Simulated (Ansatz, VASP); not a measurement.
# MnF2: VASP beside Ansatz

File INCAR:

```
SYSTEM = MnF2
PREC = Accurate ; ENCUT = 520
EDIFF = 1E-6 ; ISMEAR = 0
SIGMA = 0.05 ; LREAL = .FALSE.
LASPH = .TRUE. ; NELM = 150
ALGO = Normal ; ISIF = 2
LWAVE = .FALSE. ; LCHARG = .TRUE.
ISPIN = 2 ; MAGMOM = 4.62 -4.62 -0.03 0.03 -0.03 0.03
LORBIT = 11 ; LMAXMIX = 4
LDAU = .TRUE. ; LDAUTYPE = 2
LDAUL = 2 -1 ; LDAUU = 3 0
LDAUJ = 0 0 ; LDAUPRINT = 1
GGA = PS ; LELF = .TRUE.
LVHAR = .TRUE. ; NBANDS = 40
```

File KPOINTS:

```
Automatic mesh
0
G
  4 4 6
  0 0 0
```

File POSCAR:

```
MnF2
1.0
    4.8733996600      0.0000000000      0.0000000000
    0.0000000000      4.8733996600      0.0000000000
    0.0000000000      0.0000000000      3.3098997700
Mn F
2 4
Direct
    0.0000000000      0.0000000000      0.0000000000
    0.5000000000      0.5000000000      0.5000000000
    0.3050000000      0.3050000000      0.0000000000
    0.1950000000      0.8050000000      0.5000000000
    0.6950000000      0.6950000000      0.0000000000
    0.8050000000      0.1950000000      0.5000000000
```

Input for Ansatz:

```yaml
crystal:
  lattice:
    - [4.87339966, 0.0, 0.0]
    - [0.0, 4.87339966, 0.0]
    - [0.0, 0.0, 3.30989977]
  atoms:
    - { symbol: Mn, position: [0.0, 0.0, 0.0], spin: 5.0 }
    - { symbol: Mn, position: [0.5, 0.5, 0.5], spin: -5.0 }
    - { symbol: F, position: [0.305, 0.305, 0.0] }
    - { symbol: F, position: [0.195, 0.805, 0.5] }
    - { symbol: F, position: [0.695, 0.695, 0.0] }
    - { symbol: F, position: [0.805, 0.195, 0.5] }
basis:
  ecutwfc: 420
  ecutrho_ratio: 4
kpoints:
  mp_grid: { grid: [4, 4, 6] }
hamiltonian:
  xc: pbesol
  hubbard:
    sites:
      - { site: 0, l: d, u_eff: 3.0, starting_ns: [{ spin: up, occupation_matrix: s0up }, { spin: down, occupation_matrix: s0down }] }
      - { site: 1, l: d, u_eff: 3.0, starting_ns: [{ spin: up, occupation_matrix: s1up }, { spin: down, occupation_matrix: s1down }] }
    occupation_matrices:
      s0up:
        matrix:
          - [0.97, 0.0, 0.0, 0.0, 0.0]
          - [0.0, 0.97, 0.0, 0.0, 0.0]
          - [0.0, 0.0, 0.97, 0.0, 0.0]
          - [0.0, 0.0, 0.0, 0.97, 0.0]
          - [0.0, 0.0, 0.0, 0.0, 0.97]
      s0down:
        matrix:
          - [0.02, 0.0, 0.0, 0.0, 0.0]
          - [0.0, 0.02, 0.0, 0.0, 0.0]
          - [0.0, 0.0, 0.02, 0.0, 0.0]
          - [0.0, 0.0, 0.0, 0.02, 0.0]
          - [0.0, 0.0, 0.0, 0.0, 0.02]
      s1up:
        matrix:
          - [0.02, 0.0, 0.0, 0.0, 0.0]
          - [0.0, 0.02, 0.0, 0.0, 0.0]
          - [0.0, 0.0, 0.02, 0.0, 0.0]
          - [0.0, 0.0, 0.0, 0.02, 0.0]
          - [0.0, 0.0, 0.0, 0.0, 0.02]
      s1down:
        matrix:
          - [0.97, 0.0, 0.0, 0.0, 0.0]
          - [0.0, 0.97, 0.0, 0.0, 0.0]
          - [0.0, 0.0, 0.97, 0.0, 0.0]
          - [0.0, 0.0, 0.0, 0.97, 0.0]
          - [0.0, 0.0, 0.0, 0.0, 0.97]
    ns_hold: { iters: 8 }
scf:
  occupations: { method: gaussian, width: 0.05 }
  lower_state_search: "off"
  max_iter: 150
output:
  forces: true
  stress: true
  eigenvalues: true
  populations: true
  hubbard: { sites: [{ site: 0, l: d }, { site: 1, l: d }] }
  write_density: true
  write_potential: true
  elf: true
  volumetric_format: npy
magnetization:
  spin_polarized: true
```

Alike in both runs: task single point; functional PBEsol; k mesh 4 × 4 × 6; occupations gaussian, width 0.05 eV; collinear spin; Hubbard terms Mn d U = 3.0 eV.

|  | VASP | Ansatz |
| --- | --- | --- |
| version | VASP 6.6.1 | Ansatz 0.2.0 |
| potentials or method | VASP PAW PBE potentials, release 64 (Mn_pv, F), cutoff 520 eV | scalar-relativistic, plane waves, PAW |
| valence electrons in the cell | 54 | 58 |

|  | VASP | Ansatz | Ansatz less VASP |
| --- | --- | --- | --- |
| gap on the k mesh at the Fermi level (eV) | 3.09 | 3.17 | +0.081 |
| least direct gap on the mesh (eV) | 3.13 | 3.21 | +0.082 |
| pressure (GPa) | -0.2 | 0.5 | +0.69 |
| traceless stress, the component that is largest in VASP (GPa) | -0.23 | -0.12 | +0.110 |
| rms of the force components (eV/Å) | 0.008 | 0.007 | -0.0004 |
| net moment per atom (μB) | 0.00 | 0.00 | 0.000 |
| size of the moment on the site where the two differ most (μB) | 4.64 | 4.20 | -0.439 |

VASP's potentials were made for PBE, not for PBEsol. Site moments also hang on the region over which each program counts them. The programs project onto different local orbitals, so the same U acts differently, and such runs can settle in different states. Atom by atom the forces differ by 0.000 eV/Å (rms over components). VASP's potentials hold 54 valence electrons a cell and Ansatz's 58, so a difference there can come from the potentials and not from the codes.
